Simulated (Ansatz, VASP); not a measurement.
## One calculation of CaO, two programs

File INCAR:

```
PREC = Accurate
ENCUT = 520
EDIFF = 1E-7
ISMEAR = 0
SIGMA = 0.05
LREAL = F
LASPH = T
NELM = 150
ALGO = Normal
ISIF = 2
LWAVE = F
LCHARG = F
LNONCOLLINEAR = T
MAGMOM = 0 0 0 0 0 0
LORBIT = 11
LSORBIT = T
GGA_COMPAT = F
LORBMOM = T
GGA = PE
NBANDS = 28
```

The input KPOINTS:

```
Automatic mesh
0
Gamma
  8 8 8
```

File POSCAR:

```
CaO
1.0
    0.0000000000      2.4154219976      2.4154219976
    2.4154219976      0.0000000000      2.4154219976
    2.4154219976      2.4154219976      0.0000000000
Ca O
1 1
Direct
    0.4834397467      0.5165602533      0.5165602533
    0.0000000000      0.0000000000      0.0000000000
```

Input for Ansatz:

```yaml
crystal:
  lattice:
    - [0.0, 2.4154219976, 2.4154219976]
    - [2.4154219976, 0.0, 2.4154219976]
    - [2.4154219976, 2.4154219976, 0.0]
  atoms:
    - { symbol: Ca, position: [0.4834397467, 0.5165602533, 0.5165602533] }
    - { symbol: O, position: [0.0, 0.0, 0.0] }
basis:
  ecutwfc: 420
  ecutrho_ratio: 4
kpoints:
  mp_grid: { grid: [8, 8, 8] }
hamiltonian:
  xc: pbe
scf:
  occupations: { method: gaussian, width: 0.05 }
output:
  forces: true
  stress: true
  eigenvalues: true
  populations: true
  write_density: true
  write_potential: true
  elf: true
  volumetric_format: npy
magnetization:
  noncollinear: true
  spin_orbit: true
```

Alike in both runs: task single point; functional PBE; k mesh 8 × 8 × 8; occupations gaussian, width 0.05 eV; non-collinear spin, spin-orbit coupling.

|  | VASP | Ansatz |
| --- | --- | --- |
| version | VASP 6.6.1 | Ansatz 0.2.0 |
| potentials or method | VASP PAW PBE potentials, release 64 (Ca_sv, O), cutoff 520 eV | plane waves, PAW |
| valence electrons in the cell | 16 | 16 |

Ansatz gave:

```
pressure (GPa)                                                : 0.2
traceless stress, the component that is largest in VASP (GPa) : 0.60
rms of the force components (eV/Å)                            : 0.132
```

Q: Estimate VASP's values.

A: Pressure (GPa): 0.8; traceless stress, the component that is largest in VASP (GPa): 0.63; rms of the force components (eV/Å): 0.139.

Atom by atom the forces differ by 0.007 eV/Å (rms over components). The functional is the same, so the differences come from potentials, cutoffs and numerics.
